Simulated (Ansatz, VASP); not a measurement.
Two plane-wave programs on PbF2

File INCAR:

```
SYSTEM = PbF2
  PREC = Accurate
  ENCUT = 600
  EDIFF = 1E-6
  ISMEAR = -1
  SIGMA = 0.025851999786435532
  LREAL = .FALSE.
  LASPH = .TRUE.
  NELM = 120
  ALGO = Normal
  ISIF = 2
  LWAVE = .FALSE.
  LCHARG = .FALSE.
  GGA = PE
  NBANDS = 21
  GGA_COMPAT = .FALSE.
```

The input KPOINTS:

```
regular mesh
0
G
  4 4 4
  0 0 0
```

Contents of POSCAR:

```
PbF2
1.0
    0.0000000000      2.9579484323      2.9579484323
    2.9579484323      0.0000000000      2.9579484323
    2.9579484323      2.9579484323      0.0000000000
Pb F
1 2
Direct
    0.0000000000      0.0000000000      0.0000000000
    0.7500000000      0.7500000000      0.7500000000
    0.2500000000      0.2500000000      0.2500000000
```

Input for Ansatz:

```yaml
crystal:
  lattice:
    - [0.0, 2.9579484323, 2.9579484323]
    - [2.9579484323, 0.0, 2.9579484323]
    - [2.9579484323, 2.9579484323, 0.0]
  atoms:
    - { symbol: Pb, position: [0.0, 0.0, 0.0] }
    - { symbol: F, position: [0.75, 0.75, 0.75] }
    - { symbol: F, position: [0.25, 0.25, 0.25] }
basis:
  ecutwfc: 420
  precision: f64
kpoints:
  mp_grid: { grid: [4, 4, 4] }
hamiltonian:
  xc: pbe
scf:
  occupations: { method: fermi_dirac, width: "300 K" }
output:
  forces: true
  stress: true
  eigenvalues: true
```

Alike in both runs: task single point; functional PBE; k mesh 4 × 4 × 4; no spin polarisation.

```csv
,VASP,Ansatz
version,VASP 6.6.1,Ansatz 0.2.0
potentials or method,"VASP PAW PBE potentials, release 64 (Pb_d, F), cutoff 600 eV","scalar-relativistic, plane waves, PAW"
occupations,"fermi-dirac, width 0.025852 eV",fermi-dirac
valence electrons in the cell,28,28
```

Ansatz gave:

* gap on the k mesh at the Fermi level (eV): 4.42
* least direct gap on the mesh (eV): 4.56
* pressure (GPa): 3.2

Q: Estimate VASP's values.

A: gap on the k mesh at the Fermi level (eV): 4.42; least direct gap on the mesh (eV): 4.56; pressure (GPa): 2.9.

The k mesh is coarse, so the values compare programs but aren't converged. Neither program's run includes spin-orbit coupling.
